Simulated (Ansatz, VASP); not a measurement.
# Rh in VASP and in Ansatz

```
CELL_PARAMETERS angstrom
-2.72558 3.13433 1.33360
3.13433 -2.72558 1.33360
1.90745 1.90745 -0.58496
ATOMIC_POSITIONS crystal
Rh 0.01013 0.98987 0.00000
Rh 0.73987 0.26013 0.50000
```

Alike in both runs: task single point; functional LDA; k mesh 14 × 14 × 13; occupations fermi-dirac, width 0.1 eV; no spin polarisation.

|  | VASP | Ansatz |
| --- | --- | --- |
| version | VASP 6.6.1 | Ansatz 0.2.0 |
| potentials or method | VASP PAW LDA potentials, release 64 (Rh_pv), cutoff 520 eV | plane waves (420 eV) with PAW, scalar-relativistic |
| valence electrons in the cell | 30 | 34 |

|  | VASP | Ansatz | Ansatz less VASP |
| --- | --- | --- | --- |
| pressure (GPa) | -23.9 | -24.5 | -0.60 |
| traceless stress, the component that is largest in VASP (GPa) | 2.30 | 2.40 | +0.103 |

Ansatz warns that its potentials were made for another functional, while VASP's fit it. LDA's correlation is that of Perdew and Zunger in VASP and of Perdew and Wang (1992) in Ansatz. VASP's potentials hold 30 valence electrons a cell and Ansatz's 34, so a difference there can come from the potentials and not from the codes.
